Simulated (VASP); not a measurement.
Write the native input for VASP 6.6.1 that does the following.

- Task: single point
- Functional: LDA
- Potentials or basis: VASP PAW LDA potentials, release 64 (Ba_sv, As, Mg, F)
- Cutoff: 520 eV
- k mesh: 6 × 6 × 4
- Occupations: gaussian, width 0.02 eV
- Spin: no spin polarisation
- Dipole correction: no
- Further INCAR settings: ALGO = Normal; EDIFF = 1e-06; NBANDS = 34

The structure of BaMgAsF lies in POSCAR:

```
BaMgAsF
1.0
    4.3146704137      0.0000000000      0.0000000000
    0.0000000000      4.3146704137      0.0000000000
    0.0000000000      0.0000000000      9.3115222561
Ba As Mg F
2 2 2 2
Direct
    0.5000000000      0.0000000000      0.1535815367
    0.0000000000      0.5000000000      0.8464184633
    0.5000000000      0.0000000000      0.6656105516
    0.0000000000      0.5000000000      0.3343894484
    0.5000000000      0.5000000000      0.5000000000
    0.0000000000      0.0000000000      0.5000000000
    0.5000000000      0.5000000000      0.0000000000
    0.0000000000      0.0000000000      0.0000000000
```

The input as run:

INCAR

```
  PREC = Accurate
  ENCUT = 520
  EDIFF = 1E-6
  ISMEAR = 0
  SIGMA = 0.02
  LREAL = F
  LASPH = T
  NELM = 60
  ALGO = Normal
  ISIF = 2
  LWAVE = F
  LCHARG = F
  GGA = CA
  NBANDS = 34
```

KPOINTS

```
Automatic mesh
0
Gamma
  6 6 4
```

Potentials or basis: VASP PAW LDA potentials, release 64 (Ba_sv, As, Mg, F).

Command:

```sh
$ cat potpaw_LDA.64/Ba_sv/POTCAR potpaw_LDA.64/As/POTCAR potpaw_LDA.64/Mg/POTCAR potpaw_LDA.64/F/POTCAR > POTCAR
$ mpirun -np 1 vasp_std > vasp.out
```

It gave:

The pressure is 0.7 GPa. The largest force is 0.193 eV/Å. The band gap on the k mesh is 1.44 eV.

Caveat: spin-orbit coupling is left out, which moves the levels of the heavy elements.

Run time: 4 min on 1 thread of Oxide Virtual Turin-like Processor, with other jobs on the host, peak memory 0.3 GiB.
